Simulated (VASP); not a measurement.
# As (R-3m) in VASP: further runs

Runs on As. Level: LDA. Tasks: single point.

All numbers are computed with VASP 6.6.1; they aren't measurements. Logs are shortened: lines on timing, memory, paths and dates and some standing lists are left out, and cuts for length are marked.

**1. The cell of the first run**

Symmetry: R-3m, No. 166, trigonal system. The conventional cell has a = 3.757 Å, b = 3.757 Å, c = 9.999 Å, α = 90.00°, β = 90.00°, γ = 120.00°. Within 3.3 Å of As (site symmetry 3m) lie 6 As at 2.52 to 2.99 Å.

**2. Single point, LDA**

Contents of INCAR:

```
PREC     = Accurate       # precision mode
ENCUT    = 600            # plane-wave cutoff, eV
EDIFF    = 1E-6           # SCF threshold, eV
ISMEAR   = -1             # smearing method
SIGMA    = 0.15           # smearing width, eV
LREAL    = False          # projectors in reciprocal space
LASPH    = True           # aspherical terms in the spheres
NELM     = 120            # most SCF steps
ALGO     = Normal         # electronic algorithm
ISIF     = 2              # what is computed and relaxed
LWAVE    = False          # write WAVECAR
LCHARG   = False          # write CHGCAR
NBANDS   = 22             # bands
GGA_COMPAT= False
```

Contents of KPOINTS:

```
Automatic mesh
0
Gamma
  15 15 15
```

Contents of POSCAR:

```
As
1.0
    1.8785799459      1.0845986374      3.3328849492
   -1.8785799459      1.0845986374      3.3328849492
    0.0000000000     -2.1691972750      3.3328849492
As
2
Direct
    0.7693838169      0.7693838169      0.7693838169
    0.2306161831      0.2306161831      0.2306161831
```

Potentials or basis: VASP PAW LDA potentials, release 64 (As_d).

On the command line:

```bash
cat potpaw_LDA.64/As_d/POTCAR > POTCAR
mpirun -np 1 vasp_std > vasp.out
```

OUTCAR:

```text
PREC = Accurate
   ENCUT = 600
   EDIFF = 1E-6
   ISMEAR = -1
   LREAL = False
   LASPH = True
   NELM = 120
   ISIF = 2

 ion  position               nearest neighbor table
   1  0.769  0.769  0.769-   2 2.52   2 2.52   2 2.52
   2  0.231  0.231  0.231-   1 2.52   1 2.52   1 2.52

  LATTYP: Found a trigonal (rhomboedric) cell.
 ALAT       =     3.9766240584
 COS(alpha) =     0.5536656741

  Lattice vectors:

 A1 = (   1.8785799459,   1.0845986374,   3.3328849492)
 A2 = (  -1.8785799459,   1.0845986374,   3.3328849492)
 A3 = (   0.0000000000,  -2.1691972750,   3.3328849492)

Analysis of symmetry for initial positions (statically):
=====================================================================
 Subroutine PRICEL returns:
 Original cell was already a primitive cell.

 Routine SETGRP: Setting up the symmetry group for a
 trigonal (rhombohedral) supercell.

 Subroutine GETGRP returns: Found 12 space group operations
 (whereof 12 operations were pure point group operations)
 out of a pool of 12 trial point group operations.

The static configuration has the point symmetry D_3d.

Analysis of symmetry for dynamics (positions and initial velocities):
=====================================================================
 Subroutine PRICEL returns:
 Original cell was already a primitive cell.

 Routine SETGRP: Setting up the symmetry group for a
 trigonal (rhombohedral) supercell.

 Subroutine GETGRP returns: Found 12 space group operations
 (whereof 12 operations were pure point group operations)
 out of a pool of 12 trial point group operations.

The dynamic configuration has the point symmetry D_3d.

 Subroutine INISYM returns: Found 12 space group operations
 (whereof 12 operations are pure point group operations),
 and found     1 'primitive' translations

----------------------------------------------------------------------------------------

                                     Primitive cell

  volume of cell :      40.7446

  direct lattice vectors                    reciprocal lattice vectors
     1.878579946  1.084598637  3.332884949     0.266158489  0.153666675  0.100013453
    -1.878579946  1.084598637  3.332884949    -0.266158489  0.153666675  0.100013453
     0.000000000 -2.169197275  3.332884949     0.000000000 -0.307333351  0.100013453

  length of vectors
     3.976624058  3.976624058  3.976624058     0.323197276  0.323197276  0.323197276

  position of ions in fractional coordinates (direct lattice)
     0.769383817  0.769383817  0.769383817
     0.230616183  0.230616183  0.230616183

  ion indices of the primitive-cell ions
   primitive index   ion index
                 1           1
                 2           2

----------------------------------------------------------------------------------------

 KPOINTS: Automatic mesh

Automatic generation of k-mesh.
 Grid dimensions read from file:
 generate k-points for:   15   15   15

 Generating k-lattice:

  Cartesian coordinates                     Fractional coordinates (reciprocal lattice)
     0.017743899  0.010244445  0.006667564     0.066666667  0.000000000 -0.000000000
    -0.017743899  0.010244445  0.006667564     0.000000000  0.066666667 -0.000000000
     0.000000000 -0.020488890  0.006667564    -0.000000000 -0.000000000  0.066666667

  Length of vectors
     0.021546485  0.021546485  0.021546485

  Shift w.r.t. Gamma in fractional coordinates (k-lattice)
     0.000000000  0.000000000  0.000000000

 Subroutine IBZKPT returns following result:
 ===========================================

 Found    344 irreducible k-points:

 Following reciprocal coordinates:
            Coordinates               Weight
  0.000000  0.000000  0.000000      1.000000
  0.066667  0.000000 -0.000000      6.000000
  0.133333  0.000000 -0.000000      6.000000
  0.200000  0.000000 -0.000000      6.000000
  0.266667  0.000000 -0.000000      6.000000
  0.333333 -0.000000 -0.000000      6.000000
[... 16 lines left out ...]
  0.133333  0.133333 -0.000000      6.000000
  0.200000  0.133333 -0.000000     12.000000
 [... further k-points ...]
   k-points           NKPTS =    344   k-points in BZ     NKDIM =    344   number of bands    NBANDS=     22
   number of dos      NEDOS =    301   number of ions     NIONS =      2
   total plane-waves  NPLWV =  32768
   dimension x,y,z NGX =    32 NGY =   32 NGZ =   32
   dimension x,y,z NGXF=    64 NGYF=   64 NGZF=   64
   ions per type =               2
   NGX,Y,Z   is equivalent  to a cutoff of  13.38, 13.38, 13.38 a.u.
   NGXF,Y,Z  is equivalent  to a cutoff of  26.76, 26.76, 26.76 a.u.
 SYSTEM =  unknown system
   PREC   = accura    normal or accurate (medium, high low for compatibility)
   ISTART =      0    job   : 0-new  1-cont  2-samecut
   ICHARG =      2    charge: 1-file 2-atom 10-const
   ISPIN  =      1    spin polarized calculation?
   LNONCOLLINEAR =      F non collinear calculations
   LSORBIT =      F    spin-orbit coupling
   LASPH  =      T    aspherical Exc in radial PAW
   ENCUT  =  600.0 eV  44.10 Ry    6.64 a.u.   7.94  7.94  7.94*2*pi/ulx,y,z
   NELM   =    120;   NELMIN=  2; NELMDL= -5     # of ELM steps
   EDIFF  = 0.1E-05   stopping-criterion for ELM
   LREAL  =      F    real-space projection
   EDIFFG = 0.1E-04   stopping-criterion for IOM
   NSW    =      0    number of steps for IOM
   IBRION =     -1    ionic relax: 0-MD 1-quasi-New 2-CG
   NFREE  =      0    steps in history (QN), initial steepest desc. (CG)
   ISIF   =      2    stress and relaxation
   ISYM   =      2    0-nonsym 1-usesym 2-fastsym
   POTIM  = 0.5000    time-step for ionic-motion
   TEBEG  =    0.0;   TEEND  =   0.0 temperature during run
   PSTRESS=    0.0 pullay stress
   NELECT =      30.0000    total number of electrons
   NUPDOWN=      -1.0000    fix difference up-down
   EMIN   =  10.00;   EMAX   =-10.00  energy-range for DOS
   EFERMI =   0.00;   METHOD = LEGACY
   ISMEAR =    -1;   SIGMA  =   0.15  broadening in eV -4-tet -1-fermi 0-gaus
   EFERMI_NEDOS =   21; number of points for ismear=-14 and -15
   IALGO  =     38    algorithm
   IMIX   =      4    mixing-type and parameters
     AMIX     =   0.40;   BMIX     =  1.00
     AMIX_MAG =   1.60;   BMIX_MAG =  1.00
  volume/ion in A,a.u.               =      20.37       137.48
  Fermi-wavevector in a.u.,A,eV,Ry     =   1.478286  2.793556 29.733215  2.185330
  Thomas-Fermi vector in A             =   2.592586
   LORBIT       =      0    0 simple, 1 ext, 2 COOP (PROOUT), +10 PAW based schemes
   GGA     = CA    functional components
   LHFCALC =     F    Hartree Fock is set to
   AEXX    =    0.0000 exact exchange contribution
   IVDW    =     0    specifies the selected vdW correction
   LEPSILON=     F    determine dielectric tensor
   LRPA    =     F    only Hartree local field effects (RPA)
 non-spin polarized calculation
  energy-cutoff  :      600.00
  volume of cell :       40.74
 maximum number of plane-waves:      1388
   NGX = 15   NGY = 15   NGZ = 15

 number of electron      29.9999995 magnetization

 Free energy of the ion-electron system (eV)
  ---------------------------------------------------
  ext. energy  EPLUGINS =         0.00000000
  ---------------------------------------------------
  free energy    TOTEN  =       -10.78714624 eV

  energy without entropy =      -10.76358726  energy(sigma->0) =      -10.77536675

 E-fermi :   4.2032     XC(G=0): -11.2914

 val. band max:        4.1216347622   @ k =   0.4000   0.2000   0.2000
 cond. band min:       4.2091566190   @ k =   0.4000   0.2667   0.2667
 fundamental gap:      0.0875218568
 Fermi energy:         4.2032258792

 k-point     1 :       0.0000    0.0000    0.0000
  band No.  band energies     occupation
      1     -32.2106      2.00000
      2     -32.2106      2.00000
      3     -32.1610      2.00000
      4     -32.1610      2.00000
      5     -32.1353      2.00000
      6     -32.0909      2.00000
[... 14 lines left out ...]
     21      11.1236      0.00000
     22      12.9180      0.00000

 k-point     2 :       0.0667    0.0000   -0.0000
  band No.  band energies     occupation
      1     -32.2098      2.00000
      2     -32.2092      2.00000
      3     -32.1605      2.00000
      4     -32.1601      2.00000
      5     -32.1348      2.00000
      6     -32.0916      2.00000
[... 14 lines left out ...]
     21      10.8369      0.00000
     22      13.3666      0.00000

 k-point     3 :       0.1333    0.0000   -0.0000
  band No.  band energies     occupation
      1     -32.2073      2.00000
      2     -32.2049      2.00000
      3     -32.1590      2.00000
      4     -32.1573      2.00000
      5     -32.1332      2.00000
      6     -32.0936      2.00000
[... 14 lines left out ...]
     21      10.7880      0.00000
     22      14.4255      0.00000

 k-point     4 :       0.2000    0.0000   -0.0000
  band No.  band energies     occupation
      1     -32.2036      2.00000
      2     -32.1981      2.00000
      3     -32.1567      2.00000
      4     -32.1528      2.00000
      5     -32.1307      2.00000
      6     -32.0969      2.00000
[... 14 lines left out ...]
     21      11.2707      0.00000
     22      15.7954      0.00000

 k-point     5 :       0.2667    0.0000   -0.0000
  band No.  band energies     occupation
      1     -32.1990      2.00000
      2     -32.1891      2.00000
      3     -32.1539      2.00000
      4     -32.1470      2.00000
      5     -32.1274      2.00000
      6     -32.1011      2.00000
[... 417 lines left out ...]
 k-point    22 :      -0.0667    0.0667    0.0000
  band No.  band energies     occupation
      1     -32.2094      2.00000
      2     -32.2056      2.00000
      3     -32.1598      2.00000
      4     -32.1582      2.00000
      5     -32.1338      2.00000
      6     -32.0932      2.00000
[... 14 lines left out ...]
     21      11.0799      0.00000
     22      13.2848      0.00000

 k-point    23 :       0.1333    0.1333   -0.0000
  band No.  band energies     occupation
      1     -32.2101      2.00000
      2     -32.2005      2.00000
      3     -32.1596      2.00000
      4     -32.1561      2.00000
      5     -32.1327      2.00000
      6     -32.0948      2.00000
[... 14 lines left out ...]
     21      11.5530      0.00000
     22      13.4163      0.00000

 k-point    24 :       0.2000    0.1333   -0.0000
  band No.  band energies     occupation
      1     -32.2088      2.00000
      2     -32.1950      2.00000
      3     -32.1583      2.00000
      4     -32.1533      2.00000
      5     -32.1309      2.00000
      6     -32.0973      2.00000
[... 14 lines left out ...]
     21      12.0947      0.00000
     22      13.8580      0.00000

 [... further k-points ...]
[... 5 lines left out ...]
  --------------------------------------------------------------------------------------
  -------------------------------------------------------------------------------------
  Total        0.0778823      0.0778823      0.0571395      0.0000000     -0.0000000      0.0000000
  in kB        3.0625222      3.0625222      2.2468656      0.0000000     -0.0000000      0.0000000
  external PRESSURE =       2.7906366 kB  Pullay stress =       0.0000000 kB

 VOLUME and BASIS-vectors are now :
 -----------------------------------------------------------------------------
  energy-cutoff  :      600.00
  volume of cell :       40.74
      direct lattice vectors                 reciprocal lattice vectors
     1.878579946  1.084598637  3.332884949     0.266158489  0.153666675  0.100013453
    -1.878579946  1.084598637  3.332884949    -0.266158489  0.153666675  0.100013453
     0.000000000 -2.169197275  3.332884949     0.000000000 -0.307333351  0.100013453

 POSITION                                       TOTAL-FORCE (eV/Angst)
 -----------------------------------------------------------------------------------
      0.00000     -0.00000      7.69280         0.000000      0.000000     -0.030690
      0.00000     -0.00000      2.30585         0.000000     -0.000000      0.030690
 -----------------------------------------------------------------------------------
    total drift:                               -0.000000     -0.000000      0.000000

  FREE ENERGIE OF THE ION-ELECTRON SYSTEM (eV)
  ---------------------------------------------------
  free  energy   TOTEN  =       -10.7871462443 eV

  energy  without entropy=      -10.7635872559  energy(sigma->0) =      -10.77536675
```

Wall time 74 s (1 thread of Intel Xeon 6975P-C (Granite Rapids), shared host); peak memory 0.38 GiB.

What came out:

* Free energy: -10.7871 eV
* Pressure: 0.3 GPa
* Largest force: 0.031 eV/Å
* Band gap on the k mesh: zero (bands 15 and 16 overlap by 0.16 eV)

Forces in eV/Å, atoms in the order of the input:
```
As   0.000  0.000 -0.031
As   0.000  0.000  0.031
```

Levels at points of the mesh, in eV from the Fermi level:
```csv
k point,band 12,band 13,band 14,band 15,band 16,band 17,band 18,band 19
"(0.00, 0.00, 0.00)",-5.50,-2.41,-2.09,-2.09,2.17,3.19,3.19,6.53
```

**3. Single point, LDA**

Contents of INCAR:

```
SYSTEM = As
ALGO = Normal
EDIFF = 1E-6
ENCUT = 600
GGA_COMPAT = .False.
ISIF = 2
ISMEAR = 0
LASPH = .True.
LCHARG = .True.
LELF = .True.
LREAL = .False.
LVHAR = .True.
LWAVE = .False.
NBANDS = 22
NELM = 120
PREC = Accurate
SIGMA = 0.1
```

Contents of KPOINTS:

```
k-points
0
Gamma
  15 15 15
  0 0 0
```

Contents of POSCAR:

```
As
1.0
    1.8798796949      1.0853490479      3.3285105703
   -1.8798796949      1.0853490479      3.3285105703
    0.0000000000     -2.1706980958      3.3285105702
As
2
Direct
    0.7694664251      0.7694664251      0.7694664251
    0.2305335749      0.2305335749      0.2305335749
```

Potentials or basis: VASP PAW LDA potentials, release 64 (As_d).

On the command line:

```bash
cat potpaw_LDA.64/As_d/POTCAR > POTCAR
mpirun -np 1 vasp_std > vasp.out
```

OUTCAR:

```text
SYSTEM = As
   EDIFF = 1E-6
   ENCUT = 600
   ISIF = 2
   ISMEAR = 0
   LASPH = .True.
   LREAL = .False.
   NELM = 120
   PREC = Accurate

 ion  position               nearest neighbor table
   1  0.769  0.769  0.769-   2 2.52   2 2.52   2 2.52
   2  0.231  0.231  0.231-   1 2.52   1 2.52   1 2.52

  LATTYP: Found a trigonal (rhomboedric) cell.
 ALAT       =     3.9737781568
 COS(alpha) =     0.5524074253

  Lattice vectors:

 A1 = (   1.8798796949,   1.0853490479,   3.3285105703)
 A2 = (  -1.8798796949,   1.0853490479,   3.3285105703)
 A3 = (   0.0000000000,  -2.1706980958,   3.3285105702)

Analysis of symmetry for initial positions (statically):
=====================================================================
 Subroutine PRICEL returns:
 Original cell was already a primitive cell.

 Routine SETGRP: Setting up the symmetry group for a
 trigonal (rhombohedral) supercell.

 Subroutine GETGRP returns: Found 12 space group operations
 (whereof 12 operations were pure point group operations)
 out of a pool of 12 trial point group operations.

[... 157 lines left out ...]
  ---------------------------------------------------
  free energy    TOTEN  =       -10.77910311 eV

  energy without entropy =      -10.77852240  energy(sigma->0) =      -10.77881275

 E-fermi :   4.2234     XC(G=0): -11.2905

 val. band max:        4.2172694199   @ k =   0.3333   0.1333   0.1333
 cond. band min:       4.2522739317   @ k =   0.3333   0.2000   0.2000
 fundamental gap:      0.0350045119
 Fermi energy:         4.2234050644

 k-point     1 :       0.0000    0.0000    0.0000
  band No.  band energies     occupation
      1     -32.2099      2.00000
      2     -32.2099      2.00000
      3     -32.1606      2.00000
      4     -32.1606      2.00000
      5     -32.1335      2.00000
      6     -32.0902      2.00000
[... 589 lines left out ...]
     21      12.0883      0.00000
     22      13.8570      0.00000

 [... further k-points ...]

------------------------ aborting loop because EDIFF is reached ----------------------------------------

  FORCE on cell =-STRESS in cart. coord.  units (eV):
  Direction    XX          YY          ZZ          XY          YZ          ZX
  --------------------------------------------------------------------------------------
  -------------------------------------------------------------------------------------
  Total        0.0811579      0.0811579      0.0576721      0.0000000      0.0000000      0.0000000
  in kB        3.1911018      3.1911018      2.2676501      0.0000000      0.0000000      0.0000000
  external PRESSURE =       2.8832845 kB  Pullay stress =       0.0000000 kB

 VOLUME and BASIS-vectors are now :
 -----------------------------------------------------------------------------
  energy-cutoff  :      600.00
  volume of cell :       40.75
      direct lattice vectors                 reciprocal lattice vectors
     1.879879695  1.085349048  3.328510570     0.265974467  0.153560430  0.100144893
    -1.879879695  1.085349048  3.328510570    -0.265974467  0.153560430  0.100144893
     0.000000000 -2.170698096  3.328510570     0.000000000 -0.307120860  0.100144893

 POSITION                                       TOTAL-FORCE (eV/Angst)
 -----------------------------------------------------------------------------------
      0.00000      0.00000      7.68353         0.000000      0.000000     -0.035160
      0.00000      0.00000      2.30200         0.000000      0.000000      0.035160
 -----------------------------------------------------------------------------------
    total drift:                                0.000000     -0.000000      0.000000

  FREE ENERGIE OF THE ION-ELECTRON SYSTEM (eV)
  ---------------------------------------------------
  free  energy   TOTEN  =       -10.7791031104 eV

  energy  without entropy=      -10.7785223959  energy(sigma->0) =      -10.77881275
```

OSZICAR:

```text
N       E                     dE             d eps       ncg     rms          rms(c)
DAV:   1     0.204840208126E+03    0.20484E+03   -0.14074E+04 20274   0.711E+03
DAV:   2     0.192303404421E+02   -0.18561E+03   -0.17647E+03 15442   0.922E+02
DAV:   3    -0.937623499409E+01   -0.28607E+02   -0.28010E+02 16548   0.152E+02
DAV:   4    -0.108007734887E+02   -0.14245E+01   -0.14211E+01 17776   0.389E+01
DAV:   5    -0.108276539070E+02   -0.26880E-01   -0.26879E-01 16954   0.655E+00    0.425E+00
DAV:   6    -0.107959640286E+02    0.31690E-01   -0.11442E-02 19794   0.117E+00    0.248E+00
DAV:   7    -0.107789795060E+02    0.16985E-01   -0.13839E-02 20276   0.100E+00    0.778E-02
DAV:   8    -0.107790978142E+02   -0.11831E-03   -0.11558E-03 17692   0.394E-01    0.298E-02
DAV:   9    -0.107791036757E+02   -0.58615E-05   -0.25584E-05 18456   0.459E-02    0.624E-03
DAV:  10    -0.107791031104E+02    0.56530E-06   -0.24157E-06 15120   0.174E-02
   1 F= -.10779103E+02 E0= -.10778813E+02  d E =-.580715E-03
```

Wall time 2.7 min (1 thread of Intel Xeon Platinum 8488C (Sapphire Rapids), shared host); peak memory 0.38 GiB.

Results:

```yaml
Free_energy: -10.7791 eV
Pressure: 0.3 GPa
Largest_force: 0.035 eV/Å
Band_gap_on_the_k_mesh: zero (bands 15 and 16 overlap by 0.15 eV)
```

Forces on the atoms (eV/Å):
```
As   0.000  0.000 -0.035
As   0.000  0.000  0.035
```
